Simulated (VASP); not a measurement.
# Sn (Immm) in VASP: single point with r2SCAN

Aim: the single point of Sn with r2SCAN.

Everything below comes from runs of VASP 6.6.1. Logs are shortened: lines on timing, memory, paths and dates and some standing lists are left out, and cuts for length are marked.

### 1 The cell of the first run

The structure is orthorhombic, space group Immm (No. 71). The conventional cell has a = 3.798 Å, b = 3.906 Å, c = 4.677 Å, α = 90.00°, β = 90.00°, γ = 90.00°. Sn (site symmetry mmm) has 14 Sn at 3.59 to 4.68 Å within 4.7 Å.

### 2 Single point, r2SCAN (strain +0.1000 x Voigt [1, 1, 0, 0, 0, 0])

Contents of POSCAR:

```
Sn
1.0
   -1.8991929000      1.9531017000      2.3383420000
    1.8991929000     -1.9531017000      2.3383420000
    1.8991929000      1.9531017000     -2.3383420000
Sn
1
Direct
    0.0000000000      0.0000000000      0.0000000000
```

Contents of INCAR.step1:

```
SYSTEM = Sn
PREC     = Accurate       ! precision mode
ENCUT    = 520            ! plane-wave cutoff, eV
ISMEAR   = 0              ! smearing method
SIGMA    = 0.15           ! smearing width, eV
LREAL    = .FALSE.        ! projectors in reciprocal space
LASPH    = .TRUE.         ! aspherical terms in the spheres
NELM     = 80             ! most SCF steps
NBANDS   = 13             ! bands
GGA      = PE             ! functional
ALGO     = Normal         ! electronic algorithm
EDIFF    = 1E-4           ! SCF threshold, eV
LWAVE    = .TRUE.         ! write WAVECAR
LCHARG   = .FALSE.        ! write CHGCAR
```

Contents of INCAR.step2:

```
SYSTEM = Sn
PREC     = Accurate       ! precision mode
ENCUT    = 520            ! plane-wave cutoff, eV
EDIFF    = 1E-7           ! SCF threshold, eV
ISMEAR   = 0              ! smearing method
SIGMA    = 0.15           ! smearing width, eV
LREAL    = .FALSE.        ! projectors in reciprocal space
LASPH    = .TRUE.         ! aspherical terms in the spheres
NELM     = 80             ! most SCF steps
ALGO     = Normal         ! electronic algorithm
ISIF     = 2              ! what is computed and relaxed
LWAVE    = .FALSE.        ! write WAVECAR
LCHARG   = .TRUE.         ! write CHGCAR
METAGGA  = R2SCAN         ! meta-GGA
LMIXTAU  = .TRUE.       
LELF     = .TRUE.         ! ELF
LVHAR    = .TRUE.       
NBANDS   = 13             ! bands
ISTART   = 1
```

Contents of KPOINTS:

```
Automatic mesh
0
G
  20 20 20
  0 0 0
```

Potentials or basis: VASP PAW PBE potentials, release 64 (Sn_d).

On the command line:

```bash
cat potpaw_PBE.64/Sn_d/POTCAR > POTCAR
cp INCAR.step1 INCAR
mpirun -np 1 vasp_std > vasp.out
cp INCAR.step2 INCAR
mpirun -np 1 vasp_std > vasp.out
```

OUTCAR:

```text
SYSTEM = Sn
   PREC = Accurate
   ENCUT = 520
   EDIFF = 1E-7
   ISMEAR = 0
   LREAL = .FALSE.
   LASPH = .TRUE.
   NELM = 80
   ISIF = 2
   METAGGA = R2SCAN
   ISTART = 1

 ion  position               nearest neighbor table
   1  0.000  0.000  0.000-

  LATTYP: Found a body centered orthorhombic cell.
 ALAT       =     3.7983858000
 B/A-ratio  =     1.0283851103
 C/A-ratio  =     1.2312293290

  Lattice vectors:

 A1 = (  -1.8991929000,   1.9531017000,   2.3383420000)
 A2 = (   1.8991929000,  -1.9531017000,   2.3383420000)
 A3 = (   1.8991929000,   1.9531017000,  -2.3383420000)

Analysis of symmetry for initial positions (statically):
=====================================================================
 Subroutine PRICEL returns:
 Original cell was already a primitive cell.

 Routine SETGRP: Setting up the symmetry group for a
 body centered orthorhombic supercell.

 Subroutine GETGRP returns: Found  8 space group operations
 (whereof  8 operations were pure point group operations)
 out of a pool of  8 trial point group operations.

The static configuration has the point symmetry D_2h.

Analysis of symmetry for dynamics (positions and initial velocities):
=====================================================================
 Subroutine PRICEL returns:
 Original cell was already a primitive cell.

 Routine SETGRP: Setting up the symmetry group for a
 body centered orthorhombic supercell.

 Subroutine GETGRP returns: Found  8 space group operations
 (whereof  8 operations were pure point group operations)
 out of a pool of  8 trial point group operations.

The dynamic configuration has the point symmetry D_2h.

 Subroutine INISYM returns: Found  8 space group operations
 (whereof  8 operations are pure point group operations),
 and found     1 'primitive' translations

----------------------------------------------------------------------------------------

                                     Primitive cell

  volume of cell :      34.6946

  direct lattice vectors                    reciprocal lattice vectors
    -1.899192900  1.953101700  2.338342000     0.000000000  0.256003054  0.213826720
     1.899192900 -1.953101700  2.338342000     0.263269729  0.000000000  0.213826720
     1.899192900  1.953101700 -2.338342000     0.263269729  0.256003054  0.000000000

  length of vectors
     3.590178719  3.590178719  3.590178719     0.333555737  0.339164881  0.367217257

  position of ions in fractional coordinates (direct lattice)
     0.000000000  0.000000000  0.000000000

  ion indices of the primitive-cell ions
   primitive index   ion index
                 1           1

----------------------------------------------------------------------------------------

 KPOINTS: Automatic mesh

Automatic generation of k-mesh.
 Grid dimensions read from file:
 generate k-points for:   20   20   20

 Generating k-lattice:

  Cartesian coordinates                     Fractional coordinates (reciprocal lattice)
     0.000000000  0.012800153  0.010691336     0.050000000  0.000000000  0.000000000
     0.013163486  0.000000000  0.010691336     0.000000000  0.050000000 -0.000000000
     0.013163486  0.012800153  0.000000000     0.000000000 -0.000000000  0.050000000

  Length of vectors
     0.016677787  0.016958244  0.018360863

  Shift w.r.t. Gamma in fractional coordinates (k-lattice)
     0.000000000  0.000000000  0.000000000

 Subroutine IBZKPT returns following result:
 ===========================================

 Found   1166 irreducible k-points:

 Following reciprocal coordinates:
            Coordinates               Weight
  0.000000  0.000000  0.000000      1.000000
  0.050000 -0.000000  0.000000      4.000000
  0.100000 -0.000000  0.000000      4.000000
  0.150000  0.000000  0.000000      4.000000
  0.200000 -0.000000  0.000000      4.000000
  0.250000  0.000000  0.000000      4.000000
[... 16 lines left out ...]
 -0.450000  0.050000  0.000000      8.000000
 -0.400000  0.050000 -0.000000      8.000000
 [... further k-points ...]
   k-points           NKPTS =   1166   k-points in BZ     NKDIM =   1166   number of bands    NBANDS=     13
   number of dos      NEDOS =    301   number of ions     NIONS =      1
   total plane-waves  NPLWV =  21952
   dimension x,y,z NGX =    28 NGY =   28 NGZ =   28
   dimension x,y,z NGXF=    56 NGYF=   56 NGZF=   56
   ions per type =               1
   NGX,Y,Z   is equivalent  to a cutoff of  12.97, 12.97, 12.97 a.u.
   NGXF,Y,Z  is equivalent  to a cutoff of  25.93, 25.93, 25.93 a.u.
 SYSTEM =  Sn
   PREC   = accura    normal or accurate (medium, high low for compatibility)
   ISTART =      1    job   : 0-new  1-cont  2-samecut
   ICHARG =      0    charge: 1-file 2-atom 10-const
   ISPIN  =      1    spin polarized calculation?
   LNONCOLLINEAR =      F non collinear calculations
   LSORBIT =      F    spin-orbit coupling
   LASPH  =      T    aspherical Exc in radial PAW
   ENCUT  =  520.0 eV  38.22 Ry    6.18 a.u.   6.68  6.68  6.68*2*pi/ulx,y,z
   NELM   =     80;   NELMIN=  2; NELMDL=  0     # of ELM steps
   EDIFF  = 0.1E-06   stopping-criterion for ELM
   LREAL  =      F    real-space projection
   EDIFFG = 0.1E-05   stopping-criterion for IOM
   NSW    =      0    number of steps for IOM
   IBRION =     -1    ionic relax: 0-MD 1-quasi-New 2-CG
   NFREE  =      0    steps in history (QN), initial steepest desc. (CG)
   ISIF   =      2    stress and relaxation
   ISYM   =      2    0-nonsym 1-usesym 2-fastsym
   POTIM  = 0.5000    time-step for ionic-motion
   TEBEG  =    0.0;   TEEND  =   0.0 temperature during run
   PSTRESS=    0.0 pullay stress
   NELECT =      14.0000    total number of electrons
   NUPDOWN=      -1.0000    fix difference up-down
   EMIN   =  10.00;   EMAX   =-10.00  energy-range for DOS
   EFERMI =   0.00;   METHOD = LEGACY
   ISMEAR =     0;   SIGMA  =   0.15  broadening in eV -4-tet -1-fermi 0-gaus
   EFERMI_NEDOS =   21; number of points for ismear=-14 and -15
   IALGO  =     38    algorithm
   IMIX   =      4    mixing-type and parameters
     AMIX     =   0.40;   BMIX     =  1.00
     AMIX_MAG =   1.60;   BMIX_MAG =  1.00
  volume/ion in A,a.u.               =      34.69       234.13
  Fermi-wavevector in a.u.,A,eV,Ry     =   1.209753  2.286102 19.912172  1.463503
  Thomas-Fermi vector in A             =   2.345321
   LORBIT       =      0    0 simple, 1 ext, 2 COOP (PROOUT), +10 PAW based schemes
   METAGGA = R2SCAN    functional components
   LHFCALC =     F    Hartree Fock is set to
   AEXX    =    0.0000 exact exchange contribution
   IVDW    =     0    specifies the selected vdW correction
   LEPSILON=     F    determine dielectric tensor
   LRPA    =     F    only Hartree local field effects (RPA)
 non-spin polarized calculation
 Gauss-broadening in eV      SIGMA  =   0.15
  energy-cutoff  :      520.00
  volume of cell :       34.69
 maximum number of plane-waves:       953
   NGX = 13   NGY = 13   NGZ = 13

 number of electron      14.0000002 magnetization

 Free energy of the ion-electron system (eV)
  ---------------------------------------------------
  ext. energy  EPLUGINS =         0.00000000
  ---------------------------------------------------
  free energy    TOTEN  =       -24.30200057 eV

  energy without entropy =      -24.29449693  energy(sigma->0) =      -24.29824875

 E-fermi :   5.4212     XC(G=0): -10.0105

 val. band max:        5.4209866940   @ k =   0.2500   0.3000   0.2000
 cond. band min:       5.4277898322   @ k =   0.4500  -0.4500   0.4500
 fundamental gap:      0.0068031382
 Fermi energy:         5.4212186668

 k-point     1 :       0.0000    0.0000    0.0000
  band No.  band energies     occupation
      1     -16.8055      2.00000
      2     -16.7968      2.00000
      3     -16.7848      2.00000
      4     -16.7654      2.00000
      5     -16.7280      2.00000
      6      -4.6440      2.00000
      7      11.4993      0.00000
      8      11.5196      0.00000
      9      11.8693      0.00000
     10      16.0412      0.00000
     11      16.6159      0.00000
     12      16.6759      0.00000
     13      17.0629      0.00000

 k-point     2 :       0.0500   -0.0000    0.0000
  band No.  band energies     occupation
      1     -16.8045      2.00000
      2     -16.7957      2.00000
      3     -16.7841      2.00000
      4     -16.7655      2.00000
      5     -16.7284      2.00000
      6      -4.6005      2.00000
      7      11.0608      0.00000
      8      11.4919      0.00000
      9      11.7636      0.00000
     10      15.8087      0.00000
     11      16.6616      0.00000
     12      16.7084      0.00000
     13      17.6082      0.00000

 k-point     3 :       0.1000   -0.0000    0.0000
  band No.  band energies     occupation
      1     -16.8016      2.00000
      2     -16.7941      2.00000
      3     -16.7806      2.00000
      4     -16.7658      2.00000
      5     -16.7296      2.00000
      6      -4.4704      2.00000
      7      10.0071      0.00000
      8      11.4449      0.00000
      9      11.4857      0.00000
     10      15.4186      0.00000
     11      16.8029      0.00000
     12      16.8268      0.00000
     13      17.9315      0.00000
[... 305 lines left out ...]
 k-point    23 :      -0.4500    0.0500    0.0000
  band No.  band energies     occupation
      1     -16.8048      2.00000
      2     -16.7857      2.00000
      3     -16.7633      2.00000
      4     -16.7301      2.00000
      5     -16.7079      2.00000
      6      -1.7366      2.00000
      7       2.3518      2.00000
      8       9.1922      0.00000
      9      10.6564      0.00000
     10      14.1722      0.00000
     11      14.7589      0.00000
     12      16.2341      0.00000
     13      18.7739      0.00000

 k-point    24 :      -0.4000    0.0500   -0.0000
  band No.  band energies     occupation
      1     -16.8035      2.00000
      2     -16.7854      2.00000
      3     -16.7637      2.00000
      4     -16.7317      2.00000
      5     -16.7156      2.00000
      6      -2.2509      2.00000
      7       3.2023      2.00000
      8       9.3837      0.00000
      9      10.6845      0.00000
     10      14.2877      0.00000
     11      14.7925      0.00000
     12      16.1650      0.00000
     13      19.2888      0.00000

 [... further k-points ...]

------------------------ aborting loop because EDIFF is reached ----------------------------------------

  FORCE on cell =-STRESS in cart. coord.  units (eV):
  Direction    XX          YY          ZZ          XY          YZ          ZX
  --------------------------------------------------------------------------------------
  -------------------------------------------------------------------------------------
  Total       -1.5838086     -1.5685045     -1.4701490      0.0000000      0.0000000      0.0000000
  in kB      -73.1393877    -72.4326552    -67.8906520      0.0000000      0.0000000      0.0000000
  external PRESSURE =     -71.1542317 kB  Pullay stress =       0.0000000 kB

 VOLUME and BASIS-vectors are now :
 -----------------------------------------------------------------------------
  energy-cutoff  :      520.00
  volume of cell :       34.69
      direct lattice vectors                 reciprocal lattice vectors
    -1.899192900  1.953101700  2.338342000     0.000000000  0.256003054  0.213826720
     1.899192900 -1.953101700  2.338342000     0.263269729  0.000000000  0.213826720
     1.899192900  1.953101700 -2.338342000     0.263269729  0.256003054  0.000000000

 POSITION                                       TOTAL-FORCE (eV/Angst)
 -----------------------------------------------------------------------------------
      0.00000      0.00000      0.00000         0.000000      0.000000      0.000000
 -----------------------------------------------------------------------------------
    total drift:                               -0.000000     -0.000000     -0.000000

  FREE ENERGIE OF THE ION-ELECTRON SYSTEM (eV)
  ---------------------------------------------------
  free  energy   TOTEN  =       -24.3020005661 eV

  energy  without entropy=      -24.2944969265  energy(sigma->0) =      -24.29824875
```

It took 15 min on 1 thread of Intel Xeon 6975P-C (Granite Rapids), shared host; peak memory 0.56 GiB.

What came out:

| Quantity | Value |
| --- | --- |
| Free energy | -24.3020 eV |
| Pressure | -7.1 GPa |
| Band gap on the k mesh | zero (bands 7 and 8 overlap by 7.69 eV) |

Stress tensor (GPa, compression positive):
```
-7.31  0.00  0.00
 0.00 -7.24  0.00
 0.00  0.00 -6.79
```

Caveat: the cell differs from its parent crystal (strain +0.1000 x Voigt [1, 1, 0, 0, 0, 0]); the cell stands under tension; the PAW data sets were made with another functional, which shifts forces and pressure a little; spin-orbit coupling is left out, which moves the levels of the heavy elements.
